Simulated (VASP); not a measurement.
RuS, 2 atoms in the cell. Symmetry: Fm-3m, No. 225, cubic system. Conventional cell: a = 4.831 Å, b = 4.831 Å, c = 4.831 Å, α = 90.00°, β = 90.00°, γ = 90.00°. Within 3.2 Å of Ru (site symmetry m-3m) lie 6 S at 2.42 Å. S (site symmetry m-3m) has 6 Ru at 2.42 Å within 3.2 Å. 

| Property | Result |
| --- | --- |
| Program | VASP 6.6.1 |
| Task | single point |
| Functional | r2SCAN |
| Potentials or basis | VASP PAW PBE potentials, release 64 (Ru_pv, S) |
| Cutoff | 520 eV |
| k mesh | 12 × 12 × 12 |
| Occupations | gaussian, width 0.05 eV |
| Spin | no spin polarisation |
| Dipole correction | no |
| Further INCAR settings | ALGO = Normal; EDIFF = 1e-06; NBANDS = 17 |

Potentials or basis: VASP PAW PBE potentials, release 64 (Ru_pv, S).

Launch:

```sh
$ cat potpaw_PBE.64/Ru_pv/POTCAR potpaw_PBE.64/S/POTCAR > POTCAR
$ cp INCAR.step1 INCAR
$ mpirun -np 1 vasp_std > vasp.out
$ cp INCAR.step2 INCAR
$ mpirun -np 1 vasp_std > vasp.out
```

Hardware: 1 thread of Intel(R) Xeon(R) Platinum 8259CL CPU @ 2.50GHz (Skylake/Cascade Lake), on a shared host.

Task: Estimate the wall time of this run.

Result: It took 2.9 min on 1 thread of Intel(R) Xeon(R) Platinum 8259CL CPU @ 2.50GHz (Skylake/Cascade Lake) (shared host), peak memory 0.18 GiB. Counts: k points 72.
